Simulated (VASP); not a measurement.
# MgO (Fm-3m) in VASP: single point with LDA

Aim: the single point of MgO with LDA.

Program: VASP 6.6.1. These are calculated values, not measurements. Logs are shortened: lines on timing, memory, paths and dates and some standing lists are left out, and cuts for length are marked.

## 1. The cell of the first run

It takes space group Fm-3m (No. 225, cubic). Conventional cell: a = 4.270 Å, b = 4.270 Å, c = 4.270 Å, α = 90.00°, β = 90.00°, γ = 90.00°. Mg (site symmetry m-3m) has 6 O at 2.14 Å within 2.8 Å. Within 2.8 Å of O (site symmetry m-3m) lie 6 Mg at 2.14 Å.

## 2. Single point, LDA

The input, INCAR:

```
PREC = Accurate
ENCUT = 750
EDIFF = 1E-6
ISMEAR = 0
SIGMA = 0.05
LREAL = F
LASPH = T
NELM = 120
ALGO = Normal
ISIF = 2
LWAVE = F
LCHARG = F
NBANDS = 15
GGA_COMPAT = F
```

The input, KPOINTS:

```
Automatic mesh
0
Gamma
  6 6 6
```

The input, POSCAR:

```
MgO
1.0
    0.0000000000      2.1351500000      2.1351500000
    2.1351500000      0.0000000000      2.1351500000
    2.1351500000      2.1351500000      0.0000000000
Mg O
1 1
Direct
    0.0000000000      0.0000000000      0.0000000000
    0.5000000000      0.5000000000      0.5000000000
```

Potentials or basis: VASP PAW LDA potentials, release 64 (Mg_sv, O).

On the command line:

```console
$ cat potpaw_LDA.64/Mg_sv/POTCAR potpaw_LDA.64/O/POTCAR > POTCAR
$ mpirun -np 1 vasp_std > vasp.out
```

OUTCAR:

```text
PREC = Accurate
   ENCUT = 750
   EDIFF = 1E-6
   ISMEAR = 0
   LREAL = F
   LASPH = T
   NELM = 120
   ISIF = 2

 ion  position               nearest neighbor table
   1  0.000  0.000  0.000-
   2  0.500  0.500  0.500-

  LATTYP: Found a face centered cubic cell.
 ALAT       =     4.2703000000

  Lattice vectors:

 A1 = (   0.0000000000,   2.1351500000,   2.1351500000)
 A2 = (   2.1351500000,   0.0000000000,   2.1351500000)
 A3 = (   2.1351500000,   2.1351500000,   0.0000000000)

Analysis of symmetry for initial positions (statically):
=====================================================================
 Subroutine PRICEL returns:
 Original cell was already a primitive cell.

 Routine SETGRP: Setting up the symmetry group for a
 face centered cubic supercell.

 Subroutine GETGRP returns: Found 48 space group operations
 (whereof 48 operations were pure point group operations)
 out of a pool of 48 trial point group operations.

The static configuration has the point symmetry O_h .

Analysis of symmetry for dynamics (positions and initial velocities):
=====================================================================
 Subroutine PRICEL returns:
 Original cell was already a primitive cell.

 Routine SETGRP: Setting up the symmetry group for a
 face centered cubic supercell.

 Subroutine GETGRP returns: Found 48 space group operations
 (whereof 48 operations were pure point group operations)
 out of a pool of 48 trial point group operations.

The dynamic configuration has the point symmetry O_h .

 Subroutine INISYM returns: Found 48 space group operations
 (whereof 48 operations are pure point group operations),
 and found     1 'primitive' translations

----------------------------------------------------------------------------------------

                                     Primitive cell

  volume of cell :      19.4677

  direct lattice vectors                    reciprocal lattice vectors
     0.000000000  2.135150000  2.135150000    -0.234175585  0.234175585  0.234175585
     2.135150000  0.000000000  2.135150000     0.234175585 -0.234175585  0.234175585
     2.135150000  2.135150000  0.000000000     0.234175585  0.234175585 -0.234175585

  length of vectors
     3.019558088  3.019558088  3.019558088     0.405604011  0.405604011  0.405604011

  position of ions in fractional coordinates (direct lattice)
     0.000000000  0.000000000  0.000000000
     0.500000000  0.500000000  0.500000000

  ion indices of the primitive-cell ions
   primitive index   ion index
                 1           1
                 2           2

----------------------------------------------------------------------------------------

 KPOINTS: Automatic mesh

Automatic generation of k-mesh.
 Grid dimensions read from file:
 generate k-points for:    6    6    6

 Generating k-lattice:

  Cartesian coordinates                     Fractional coordinates (reciprocal lattice)
    -0.039029264  0.039029264  0.039029264     0.166666667  0.000000000  0.000000000
     0.039029264 -0.039029264  0.039029264     0.000000000  0.166666667  0.000000000
     0.039029264  0.039029264 -0.039029264     0.000000000  0.000000000  0.166666667

  Length of vectors
     0.067600668  0.067600668  0.067600668

  Shift w.r.t. Gamma in fractional coordinates (k-lattice)
     0.000000000  0.000000000  0.000000000

 Subroutine IBZKPT returns following result:
 ===========================================

 Found     16 irreducible k-points:

 Following reciprocal coordinates:
            Coordinates               Weight
  0.000000  0.000000  0.000000      1.000000
  0.166667  0.000000  0.000000      8.000000
  0.333333  0.000000  0.000000      8.000000
  0.500000  0.000000  0.000000      4.000000
  0.166667  0.166667  0.000000      6.000000
  0.333333  0.166667  0.000000     24.000000
[... 8 lines left out ...]
 -0.333333  0.333333  0.166667     24.000000
 -0.333333  0.500000  0.166667     12.000000
   k-points           NKPTS =     16   k-points in BZ     NKDIM =     16   number of bands    NBANDS=     15
   number of dos      NEDOS =    301   number of ions     NIONS =      2
   total plane-waves  NPLWV =  21952
   dimension x,y,z NGX =    28 NGY =   28 NGZ =   28
   dimension x,y,z NGXF=    56 NGYF=   56 NGZF=   56
   ions per type =               1   1
   NGX,Y,Z   is equivalent  to a cutoff of  15.42, 15.42, 15.42 a.u.
   NGXF,Y,Z  is equivalent  to a cutoff of  30.83, 30.83, 30.83 a.u.
 SYSTEM =  unknown system
   PREC   = accura    normal or accurate (medium, high low for compatibility)
   ISTART =      0    job   : 0-new  1-cont  2-samecut
   ICHARG =      2    charge: 1-file 2-atom 10-const
   ISPIN  =      1    spin polarized calculation?
   LNONCOLLINEAR =      F non collinear calculations
   LSORBIT =      F    spin-orbit coupling
   LASPH  =      T    aspherical Exc in radial PAW
   ENCUT  =  750.0 eV  55.12 Ry    7.42 a.u.   6.74  6.74  6.74*2*pi/ulx,y,z
   NELM   =    120;   NELMIN=  2; NELMDL= -5     # of ELM steps
   EDIFF  = 0.1E-05   stopping-criterion for ELM
   LREAL  =      F    real-space projection
   EDIFFG = 0.1E-04   stopping-criterion for IOM
   NSW    =      0    number of steps for IOM
   IBRION =     -1    ionic relax: 0-MD 1-quasi-New 2-CG
   NFREE  =      0    steps in history (QN), initial steepest desc. (CG)
   ISIF   =      2    stress and relaxation
   ISYM   =      2    0-nonsym 1-usesym 2-fastsym
   POTIM  = 0.5000    time-step for ionic-motion
   TEBEG  =    0.0;   TEEND  =   0.0 temperature during run
   PSTRESS=    0.0 pullay stress
   NELECT =      16.0000    total number of electrons
   NUPDOWN=      -1.0000    fix difference up-down
   EMIN   =  10.00;   EMAX   =-10.00  energy-range for DOS
   EFERMI =   0.00;   METHOD = LEGACY
   ISMEAR =     0;   SIGMA  =   0.05  broadening in eV -4-tet -1-fermi 0-gaus
   EFERMI_NEDOS =   21; number of points for ismear=-14 and -15
   IALGO  =     38    algorithm
   IMIX   =      4    mixing-type and parameters
     AMIX     =   0.40;   BMIX     =  1.00
     AMIX_MAG =   1.60;   BMIX_MAG =  1.00
  volume/ion in A,a.u.               =       9.73        65.69
  Fermi-wavevector in a.u.,A,eV,Ry     =   1.533474  2.897846 31.994681  2.351543
  Thomas-Fermi vector in A             =   2.640536
   LORBIT       =      0    0 simple, 1 ext, 2 COOP (PROOUT), +10 PAW based schemes
   GGA     = CA    functional components
   LHFCALC =     F    Hartree Fock is set to
   AEXX    =    0.0000 exact exchange contribution
   IVDW    =     0    specifies the selected vdW correction
   LEPSILON=     F    determine dielectric tensor
   LRPA    =     F    only Hartree local field effects (RPA)
 non-spin polarized calculation
 Gauss-broadening in eV      SIGMA  =   0.05
  energy-cutoff  :      750.00
  volume of cell :       19.47
 maximum number of plane-waves:       934
   NGX = 13   NGY = 13   NGZ = 13

 number of electron      15.9999998 magnetization

 Free energy of the ion-electron system (eV)
  ---------------------------------------------------
  ext. energy  EPLUGINS =         0.00000000
  ---------------------------------------------------
  free energy    TOTEN  =       -13.18693110 eV

  energy without entropy =      -13.18693110  energy(sigma->0) =      -13.18693110

 E-fermi :   2.7274     XC(G=0): -11.7217

 val. band max:        2.2907282648   @ k =   0.0000   0.0000   0.0000
 cond. band min:       6.5720248437   @ k =   0.0000   0.0000   0.0000
 fundamental gap:      4.2812965789
 Fermi energy:         2.7274020847

 k-point     1 :       0.0000    0.0000    0.0000
  band No.  band energies     occupation
      1     -69.1861      2.00000
      2     -36.6551      2.00000
      3     -36.6551      2.00000
      4     -36.6551      2.00000
      5     -14.4854      2.00000
      6       2.2907      2.00000
      7       2.2907      2.00000
      8       2.2907      2.00000
      9       6.5720      0.00000
     10      17.5944      0.00000
     11      17.5944      0.00000
     12      17.5944      0.00000
     13      21.5136      0.00000
     14      23.1018      0.00000
     15      23.1018      0.00000

 k-point     2 :       0.1667    0.0000    0.0000
  band No.  band energies     occupation
      1     -69.1844      2.00000
      2     -36.6746      2.00000
      3     -36.6574      2.00000
      4     -36.6574      2.00000
      5     -14.2047      2.00000
      6       0.7965      2.00000
      7       2.1246      2.00000
      8       2.1246      2.00000
      9       7.9843      0.00000
     10      15.3108      0.00000
     11      18.1166      0.00000
     12      18.1166      0.00000
     13      21.7232      0.00000
     14      21.7232      0.00000
     15      23.6992      0.00000

 k-point     3 :       0.3333    0.0000    0.0000
  band No.  band energies     occupation
      1     -69.1804      2.00000
      2     -36.7126      2.00000
      3     -36.6612      2.00000
      4     -36.6612      2.00000
      5     -13.5752      2.00000
      6      -1.3033      2.00000
      7       1.8142      2.00000
      8       1.8142      2.00000
      9       9.5104      0.00000
     10      14.0698      0.00000
     11      18.1882      0.00000
     12      18.1882      0.00000
     13      22.4261      0.00000
     14      22.4261      0.00000
     15      22.8044      0.00000
[... 199 lines left out ...]
 k-point    15 :      -0.3333    0.3333    0.1667
  band No.  band energies     occupation
      1     -69.1765      2.00000
      2     -36.7119      2.00000
      3     -36.6914      2.00000
      4     -36.6743      2.00000
      5     -13.0078      2.00000
      6      -1.2022      2.00000
      7      -0.0994      2.00000
      8       1.0630      2.00000
      9      12.3925      0.00000
     10      13.7009      0.00000
     11      14.3266      0.00000
     12      17.9964      0.00000
     13      22.3026      0.00000
     14      23.4315      0.00000
     15      28.9959      0.00000

 k-point    16 :      -0.3333    0.5000    0.1667
  band No.  band energies     occupation
      1     -69.1760      2.00000
      2     -36.7109      2.00000
      3     -36.6909      2.00000
      4     -36.6823      2.00000
      5     -12.9495      2.00000
      6      -1.1565      2.00000
      7       0.1191      2.00000
      8       0.6606      2.00000
      9      12.4715      0.00000
     10      12.9991      0.00000
     11      14.2111      0.00000
     12      17.9675      0.00000
     13      21.5749      0.00000
     14      26.0674      0.00000
     15      27.5093      0.00000

------------------------ aborting loop because EDIFF is reached ----------------------------------------

  FORCE on cell =-STRESS in cart. coord.  units (eV):
  Direction    XX          YY          ZZ          XY          YZ          ZX
  --------------------------------------------------------------------------------------
  -------------------------------------------------------------------------------------
  Total       -1.4265139     -1.4265139     -1.4265139     -0.0000000      0.0000000      0.0000000
  in kB     -117.4009017   -117.4009017   -117.4009017     -0.0000000      0.0000000      0.0000000
  external PRESSURE =    -117.4009017 kB  Pullay stress =       0.0000000 kB

 VOLUME and BASIS-vectors are now :
 -----------------------------------------------------------------------------
  energy-cutoff  :      750.00
  volume of cell :       19.47
      direct lattice vectors                 reciprocal lattice vectors
     0.000000000  2.135150000  2.135150000    -0.234175585  0.234175585  0.234175585
     2.135150000  0.000000000  2.135150000     0.234175585 -0.234175585  0.234175585
     2.135150000  2.135150000  0.000000000     0.234175585  0.234175585 -0.234175585

 POSITION                                       TOTAL-FORCE (eV/Angst)
 -----------------------------------------------------------------------------------
      0.00000      0.00000      0.00000        -0.000000     -0.000000     -0.000000
      2.13515      2.13515      2.13515         0.000000      0.000000      0.000000
 -----------------------------------------------------------------------------------
    total drift:                                0.000000      0.000000      0.000000

  FREE ENERGIE OF THE ION-ELECTRON SYSTEM (eV)
  ---------------------------------------------------
  free  energy   TOTEN  =       -13.1869311033 eV

  energy  without entropy=      -13.1869311033  energy(sigma->0) =      -13.18693110
```

Wall time 8.4 s (1 thread of Intel Xeon Platinum 8259CL at 2.50GHz (Skylake/Cascade Lake), shared host); peak memory 0.14 GiB.

Results:

```
Free energy            : -13.1869 eV
Pressure               : -11.7 GPa
Band gap on the k mesh : 4.28 eV
```

Levels at points of the mesh, in eV from the valence-band top:
```csv
k point,band 4,band 5,band 6,band 7,band 8,band 9,band 10,band 11,band 12,band 13
"(0.00, 0.00, 0.00)",-38.95,-16.78,0.00,0.00,0.00,4.28,15.30,15.30,15.30,19.22
"(0.50, 0.00, 0.00)",-38.95,-15.51,-4.51,-0.62,-0.62,7.49,11.96,15.60,15.60,20.03
"(0.50, 0.50, 0.00)",-38.97,-15.29,-3.96,-1.31,-1.31,8.85,9.30,12.47,18.04,18.04
```

Caveat: the k points lie up to 0.42 Å⁻¹ apart.
